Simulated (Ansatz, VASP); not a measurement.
SiNi in VASP and in Ansatz

File INCAR:

```
SYSTEM = SiNi
  ALGO = Fast
  EDIFF = 1E-6
  ENCUT = 520
  GGA = PS
  ISIF = 2
  ISMEAR = 0
  LASPH = .TRUE.
  LCHARG = .FALSE.
  LREAL = .FALSE.
  LWAVE = .FALSE.
  NBANDS = 22
  NELM = 80
  PREC = Accurate
  SIGMA = 0.1
```

File KPOINTS:

```
k-points
0
G
  18 16 12
  0 0 0
```

Contents of POSCAR:

```
SiNi
1.0
    2.9947885069      0.0000000000      0.0000000000
    0.0000000000      3.2345974071      0.0000000000
    0.0000000000      0.0000000000      4.6724690187
Si Ni
2 2
Direct
    0.5000000000      0.5000000000      0.8426091518
    0.0000000000      0.0000000000      0.1573908482
    0.5000000000      0.5000000000      0.3432947119
    0.0000000000      0.0000000000      0.6567052881
```

Input for Ansatz:

```yaml
crystal:
  lattice:
    - [2.9947885111, 0.0, 0.0]
    - [0.0, 3.2345974111, 0.0]
    - [0.0, 0.0, 4.672469014]
  atoms:
    - { symbol: Si, position: [0.5, 0.5, 0.8426091518] }
    - { symbol: Si, position: [0.0, 0.0, 0.1573908482] }
    - { symbol: Ni, position: [0.5, 0.5, 0.3432947122] }
    - { symbol: Ni, position: [0.0, 0.0, 0.6567052878] }
basis:
  ecutwfc: 420
kpoints:
  mp_grid: { grid: [18, 16, 12] }
hamiltonian:
  xc: pbesol
scf:
  occupations: { method: gaussian, width: 0.1 }
output:
  forces: true
  stress: true
  eigenvalues: true
```

Alike in both runs: task single point; functional PBEsol; k mesh 18 × 16 × 12; occupations gaussian, width 0.1 eV; no spin polarisation.

```csv
,VASP,Ansatz
version,VASP 6.6.1,Ansatz 0.2.0
potentials or method,"VASP PAW PBE potentials, release 64 (Si, Ni), cutoff 520 eV","scalar-relativistic, plane waves, PAW"
valence electrons in the cell,28,44
```

```tsv
	VASP	Ansatz	Ansatz less VASP
gap on the k mesh at the Fermi level (eV)	none	none	-
pressure (GPa)	0.1	0.0	-0.12
traceless stress, the component that is largest in VASP (GPa)	-0.30	-0.19	+0.108
rms of the force components (eV/Å)	0.005	0.001	-0.0042
```

VASP's potentials were made for PBE, not for PBEsol. Atom by atom the forces differ by 0.004 eV/Å (rms over components). A gap of «none» marks a metal or a gap that the smearing closes. VASP's potentials hold 28 valence electrons a cell and Ansatz's 44, so a difference there can come from the potentials and not from the codes.
